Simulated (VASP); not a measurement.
Input of a VASP 6.6.1 run:

POSCAR

```
H21O10F
1.0
    7.5723370000      0.0000000000      0.0000000000
    0.0000000000      7.5723370000      0.0000000000
    0.0000000000      0.0000000000      7.5723370000
O H F
10 21 1
Direct
    0.1047761081      0.6773602390      0.5155079601
    0.2281858296      0.7925954695      0.1584847584
    0.7555923620      0.0572478483      0.8775626336
    0.5768364509      0.8537258709      0.6608527856
    1.0113258298      0.0433155577      0.6227139653
    0.3592814213      0.2591670181      0.3581457085
    0.7170309509      0.3639035083      0.3091251750
    0.3082931993      0.6271511688      0.8039525975
    0.0295549445      0.1450410884      0.2524187711
    0.6814540874     -0.0864066140      0.2614648556
    0.0698463367      0.8006379008      0.5328473891
    0.1592507042      0.6656993739      0.4004179951
    0.3419419923      0.8485623395      0.1531363435
    0.2152703980      0.7233566071      0.0494827422
    0.7141388451      0.1718227807      0.9067478111
    0.6809654668     -0.0274816084      0.8065145542
    0.5815773915      0.8662715355      0.5328077712
    0.4895846553      0.7632650264      0.6890739279
    0.9725267114      0.1097547560      0.5243427491
    0.9186595895      0.0339393241      0.7154462354
    0.3467621687      0.2602631130      0.4855568367
    0.4846984491      0.2738520486      0.3307169240
    0.7649950075      0.4796933892      0.3415722253
    0.8276044767      0.3032089037      0.2858562687
    0.2412333207      0.6309148682      0.6890211041
    0.3218821349      0.5019190245      0.8242369562
    0.0599946886      0.0430118205      0.1791917079
    0.1467974814      0.1868775782      0.2886427268
    0.8052996057     -0.0690671849      0.2806135015
    0.6753529327     -0.0377558474      0.1423206601
    0.1601355037      0.1572830158      0.6884136298
    0.2675395984      0.2265879081      0.7191174931
```

The input INCAR.step1:

```
  ALGO = Normal
  EDIFF = 1E-4
  ENCUT = 520
  GGA = PE
  ISMEAR = -1
  LASPH = True
  LCHARG = False
  LREAL = Auto
  LWAVE = True
  NBANDS = 66
  NELM = 60
  PREC = Accurate
  SIGMA = 0.05
```

INCAR.step2

```
  ALGO = Normal
  EDIFF = 1E-7
  ENCUT = 520
  ISIF = 2
  ISMEAR = -1
  ISTART = 1
  IVDW = 12
  LASPH = True
  LCHARG = False
  LMIXTAU = True
  LREAL = Auto
  LWAVE = False
  METAGGA = R2SCAN
  NBANDS = 66
  NELM = 60
  PREC = Accurate
  SIGMA = 0.05
  VDW_A1 = 0.49484001
  VDW_A2 = 5.73083694
  VDW_S6 = 1.0
  VDW_S8 = 0.78981345
```

File KPOINTS:

```
k-points
0
Gamma
  1 1 1
```

Potentials or basis: VASP PAW PBE potentials, release 64 (O, H, F).

The run is started by

```bash
$ cat potpaw_PBE.64/O/POTCAR potpaw_PBE.64/H/POTCAR potpaw_PBE.64/F/POTCAR > POTCAR
$ cp INCAR.step1 INCAR
$ mpirun -np 1 vasp_gam > vasp.out
$ cp INCAR.step2 INCAR
$ mpirun -np 1 vasp_gam > vasp.out
```

Q: What does it give for the dispersion energy per atom?

A: -0.012 eV.

Q: Predict the largest force.

A: 2.073 eV/Å.

Q: What does it give for the pressure?

A: -1.4 GPa.

Q: Estimate the band gap on the k mesh.

A: 5.42 eV.

Forces on the atoms (eV/Å):
```
O   -0.129 -0.040  0.283
O   -0.651 -0.283 -0.215
O    1.092 -1.762  0.033
O    0.074 -0.101 -0.413
O    0.704 -0.788  1.362
O   -0.092 -0.034 -0.079
O    0.917  0.829  0.213
O   -0.226 -0.048 -0.732
O    0.069 -0.413 -0.060
O   -0.151  0.155 -0.511
H    0.228 -0.239 -0.201
H    0.005  0.431 -0.179
H    0.220 -0.068 -0.089
H    0.407  0.393  0.227
H   -0.817  0.409 -0.361
H   -0.458  1.176  0.190
H    0.012  0.071  0.303
H   -0.019 -0.003  0.253
H   -0.726  0.489 -1.148
H    0.015  0.531 -0.202
H    0.259 -0.037  0.075
H   -0.265  0.096  0.194
H   -0.770 -0.327 -0.073
H   -0.075 -0.655 -0.247
H   -0.003  0.178  0.691
H    0.067 -0.119  0.041
H   -0.137  0.224  0.186
H    0.244  0.223 -0.099
H    0.514 -0.049  0.532
H   -0.312 -0.125  0.023
H    0.292 -0.134  0.114
F   -0.286  0.024 -0.110
```

Caveat: the k points lie up to 0.83 Å⁻¹ apart; the PAW data sets were made with another functional, which shifts forces and pressure a little.
